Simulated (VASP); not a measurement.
Here is a VASP 6.6.1 calculation.

File INCAR:

```
PREC     = Accurate       # precision mode
ENCUT    = 520            # plane-wave cutoff, eV
EDIFF    = 1E-6           # SCF threshold, eV
ISMEAR   = -1             # smearing method
SIGMA    = 0.05           # smearing width, eV
LREAL    = F              # projectors in reciprocal space
LASPH    = T              # aspherical terms in the spheres
NELM     = 80             # most SCF steps
ALGO     = Normal         # electronic algorithm
ISIF     = 2              # what is computed and relaxed
LWAVE    = F              # write WAVECAR
LCHARG   = T              # write CHGCAR
GGA      = B5             # functional
ALDAX    = 1.0          
AGGAX    = 1.0          
AGGAC    = 1.0          
ALDAC    = 0.0          
IVDW     = 13             # dispersion correction
VDW_S6   = 1.0          
VDW_S8   = 2.34076671   
VDW_A1   = 0.44488865   
VDW_A2   = 4.0933009    
LELF     = T              # ELF
LVHAR    = T            
NBANDS   = 19             # bands
```

The input KPOINTS:

```
regular mesh
0
Gamma
  9 9 5
```

Contents of POSCAR:

```
Zr
1.0
    3.2320606754      0.0000000000      0.0000000000
   -1.6160303377      2.7990466515      0.0000000000
    0.0000000000      0.0000000000      5.1976452353
Zr
2
Direct
    0.6666666667      0.3333333333      0.7500000000
    0.3333333333      0.6666666667      0.2500000000
```

Potentials or basis: VASP PAW PBE potentials, release 64 (Zr_sv).

Run with:

```console
$ cat potpaw_PBE.64/Zr_sv/POTCAR > POTCAR
$ mpirun -np 1 vasp_std > vasp.out
```

(1) Estimate the band gap on the k mesh.

(2) Predict the dispersion energy per atom.

(3) Estimate the pressure.

Answers

(1) zero (bands 12 and 13 overlap by 1.06 eV).

(2) -0.369 eV.

(3) 0.1 GPa.

Caveat: the PAW data sets were made with another functional, which shifts forces and pressure a little.
